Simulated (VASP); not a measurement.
# CrCuO2: single point with PBE

CrCuO2:

```
Cr Cu O
1.0
     1.38753    0.80109    6.15537
    -1.38753    0.80109    6.15537
     0.00000   -1.60218    6.15537
Cr Cu O
1 1 2
Direct
  0.50000 0.50000 0.50000
  0.00000 0.00000 0.00000
  0.10355 0.10355 0.10355
  0.89645 0.89645 0.89645
```

```json
{
 "Program": "VASP 6.6.1",
 "Task": "single point",
 "Functional": "PBE",
 "Potentials or basis": "VASP PAW PBE potentials, release 64 (Cr_pv, Cu, O)",
 "Cutoff": "600 eV",
 "k mesh": "14 × 14 × 14",
 "Occupations": "gaussian, width 0.05 eV",
 "Spin": "no spin polarisation"
}
```

The pressure is -5.5 GPa and the band gap on the k mesh is zero (an odd number of electrons rules out a gap without spin polarisation).

Stress tensor (GPa, compression positive):
```
-5.53  0.00  0.00
 0.00 -5.53  0.00
 0.00  0.00 -5.30
```

Levels at points of the mesh, in eV from the Fermi level:
```
           k point  band 14  band 15  band 16  band 17  band 18  band 19  band 20  band 21
(0.00, 0.00, 0.00)    -2.61    -2.13    -2.13    -1.27    -0.58    -0.58     1.88     2.39
(0.50, 0.00, 0.00)    -1.83    -1.75    -1.50    -0.93     0.53     0.86     2.11     2.54
(0.50, 0.50, 0.00)    -2.16    -1.79    -1.75    -0.65     0.53     0.96     2.24     2.56
(0.50, 0.50, 0.50)    -2.60    -1.53    -1.53    -0.60    -0.60    -0.22     2.21     2.26
```

Run time: 14 min on 1 thread of Intel(R) Xeon(R) 6975P-C (Granite Rapids), with other jobs on the host, peak memory 0.65 GiB.

Caveat: the cell stands under tension; an odd number of electrons without spin polarisation forces a metal; a magnetic or distorted state may lie lower; the run has no spin polarisation, though such a crystal can be magnetic; semilocal functionals often make such compounds metallic where correlation or magnetic order opens a gap, which also shifts bond lengths. Spin polarisation is off, so any magnetic state and its effect on volume and gap are missing.
